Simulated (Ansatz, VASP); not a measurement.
**One calculation of BiS, two programs**

```xyz
2
Lattice="0.0000 3.2151 3.2151 3.2151 0.0000 3.2151 3.2151 3.2151 0.0000" Properties=species:S:1:pos:R:3 pbc="T T T"
Bi    0.0000    0.0000    0.0000
S     1.6075    1.6075    1.6075
```

Alike in both runs: task single point; functional PBEsol; k mesh 8 × 8 × 8; occupations gaussian, width 0.05 eV; no spin polarisation.

|  | VASP | Ansatz |
| --- | --- | --- |
| version | VASP 6.6.1 | Ansatz 0.2.0 |
| potentials or method | VASP PAW PBE potentials, release 64 (Bi_d, S), cutoff 520 eV | scalar-relativistic, plane waves, PAW |
| valence electrons in the cell | 21 | 21 |

```tsv
	VASP	Ansatz	Ansatz less VASP
gap on the k mesh at the Fermi level (eV)	none	none	-
pressure (GPa)	-0.1	0.0	+0.01
```

VASP's potentials were made for PBE, not for PBEsol. A gap of «none» marks a metal or a gap that the smearing closes. With one functional, cell and mesh, what is left measures potentials, basis and numerics.

Neither program's run includes spin-orbit coupling.
